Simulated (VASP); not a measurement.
The system is NiS4.

```
CELL_PARAMETERS angstrom
-3.74829 3.74829 3.34737
3.74829 -3.74829 3.34737
3.74829 3.74829 -3.34737
ATOMIC_POSITIONS crystal
S 0.35200 0.79500 0.55700
S 0.79500 0.73800 0.44300
S 0.73800 0.79500 0.94300
S 0.79500 0.35200 0.05700
S 0.64800 0.20500 0.44300
S 0.20500 0.64800 0.94300
S 0.26200 0.20500 0.05700
S 0.20500 0.26200 0.55700
Ni 0.12500 0.87500 0.25000
Ni 0.87500 0.12500 0.75000
```

Base run:

| Property | Result |
| --- | --- |
| Program | VASP 6.6.1 |
| Functional | r2SCAN |
| Potentials or basis | VASP PAW PBE potentials, release 64 (S, Ni) |
| Cutoff | 520 eV |
| k mesh | 4 × 4 × 4 |
| Occupations | fermi-dirac, width 0.1 eV |
| Spin | no spin polarisation |

Its results: band gap on the k mesh zero (bands 34 and 35 overlap by 0.60 eV); pressure -10.3 GPa; largest force 0.787 eV/Å.

The run is repeated on the same cell with these changes: functional from r2SCAN to RPBE. What comes out?

Band gap on the k mesh zero (bands 34 and 35 overlap by 0.47 eV); pressure -6.6 GPa; largest force 0.616 eV/Å.

Caveats: the PAW data sets were made with another functional, which shifts forces and pressure a little; the run has no spin polarisation, though such a crystal can be magnetic; the stress differs along the axes, from -16 to -7 GPa (at least some runs); the stress differs along the axes, from -12 to -4 GPa (at least some runs).
